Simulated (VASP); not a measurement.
A run of VASP 6.6.1 is set up as follows.

The input INCAR:

```
SYSTEM = Mo
ALGO = Normal ; EDIFF = 1E-6
ENCUT = 520 ; GGA = RP
ISIF = 2 ; ISMEAR = -1
LASPH = .TRUE. ; LCHARG = .TRUE.
LELF = .TRUE. ; LREAL = .FALSE.
LVHAR = .TRUE. ; LWAVE = .FALSE.
NBANDS = 13 ; NELM = 80
PREC = Accurate ; SIGMA = 0.05
```

Contents of KPOINTS:

```
k-points
0
G
  12 12 12
  0 0 0
```

The input POSCAR:

```
Mo
1.0
   -1.5838089719      1.5838089719      1.5838089719
    1.5838089719     -1.5838089719      1.5838089719
    1.5838089719      1.5838089719     -1.5838089719
Mo
1
Direct
    0.0000000000      0.0000000000      0.0000000000
```

Potentials or basis: VASP PAW PBE potentials, release 64 (Mo_sv).

Launch:

```bash
$ cat potpaw_PBE.64/Mo_sv/POTCAR > POTCAR
$ mpirun -np 1 vasp_std > vasp.out
```

Q: What does it give for the pressure?

A: 2.1 GPa.

Q: Predict the band gap on the k mesh.

A: Zero (band 7 reaches 16.28 eV, above the bottom of band 8 at 11.07 eV).

Caveat: the PAW data sets were made with another functional, which shifts forces and pressure a little.
